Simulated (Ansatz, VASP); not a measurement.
## Two plane-wave programs on Rh

INCAR

```
SYSTEM = Rh
PREC = Accurate ; ENCUT = 520
EDIFF = 1E-6 ; ISMEAR = -1
SIGMA = 0.1 ; LREAL = .FALSE.
LASPH = .TRUE. ; NELM = 80
ALGO = Normal ; ISIF = 2
LWAVE = .FALSE. ; LCHARG = .FALSE.
GGA = RE ; NBANDS = 22
```

KPOINTS

```
Automatic mesh
0
G
  15 15 8
  0 0 0
```

File POSCAR:

```
Rh
1.0
    2.8432511215      0.0000000000      0.0000000000
   -1.4216255607      2.4623277006      0.0000000000
    0.0000000000      0.0000000000      4.5807170230
Rh
2
Direct
    0.3333333333      0.6666666667      0.2500000000
    0.6666666667      0.3333333333      0.7500000000
```

Input for Ansatz:

```yaml
crystal:
  lattice:
    - [2.8432511215, 0.0, 0.0]
    - [-1.4216255607, 2.4623277006, 0.0]
    - [0.0, 0.0, 4.580717023]
  atoms:
    - { symbol: Rh, position: [0.3333333333, 0.6666666667, 0.25] }
    - { symbol: Rh, position: [0.6666666667, 0.3333333333, 0.75] }
hamiltonian:
  xc: revpbe
  pseudopotentials:
    kind: paw
    azcp:
      Rh: "pseudopotentials/Rh.paw.azcp"
basis:
  ecutwfc: 420
  fft_grid_basis: typed
kpoints:
  mp_grid: { grid: [15, 15, 8], shift: [0, 0, 0] }
magnetization:
  spin_polarized: false
scf:
  occupations: { method: fermi_dirac, width: 0.1 }
  lower_state_search: "off"
output:
  stress: true
```

Alike in both runs: task single point; functional revPBE; k mesh 15 × 15 × 8; occupations fermi-dirac, width 0.1 eV; no spin polarisation.

|  | VASP | Ansatz |
| --- | --- | --- |
| version | VASP 6.6.1 | Ansatz 0.2.0 |
| potentials or method | VASP PAW PBE potentials, release 64 (Rh_pv), cutoff 520 eV | plane waves (420 eV) with PAW, scalar-relativistic |
| valence electrons in the cell | 30 | 34 |

VASP gave:

| Property | Result |
| --- | --- |
| pressure (GPa) | -19.9 |
| traceless stress, the component that is largest in VASP (GPa) | -0.55 |

Q: Estimate Ansatz's values.

A: Pressure (GPa): -20.0; traceless stress, the component that is largest in VASP (GPa): -0.57.

VASP's potentials were made for PBE, not for revPBE. The functional is the same, so the differences come from potentials, cutoffs and numerics. VASP's potentials hold 30 valence electrons a cell and Ansatz's 34, so a difference there can come from the potentials and not from the codes.
